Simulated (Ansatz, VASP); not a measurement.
Two plane-wave programs on B

```
B
1.0
     0.00000    1.48125    1.48125
     1.48125    0.00000    1.48125
     1.48125    1.48125    0.00000
B
1
Direct
  0.00000 0.00000 0.00000
```

Alike in both runs: task relaxation of cell and atoms; functional PBE; k mesh 23 × 23 × 23; occupations fermi-dirac, width 0.1 eV; no spin polarisation.

```csv
,VASP,Ansatz
version,VASP 6.6.1,Ansatz 0.2.0
potentials or method,"VASP PAW PBE potentials, release 64 (B)","PAW with Ansatz's default frozen-core files, scalar-relativistic"
plane-wave cutoff (eV),600,420
valence electrons in the cell,3,3
```

```tsv
	VASP	Ansatz	Ansatz less VASP
relaxed volume (Å³/atom)	5.89	5.89	+0.002
relaxed cell length with the largest relative difference (Å)	2.027	2.027	+0.0002
```
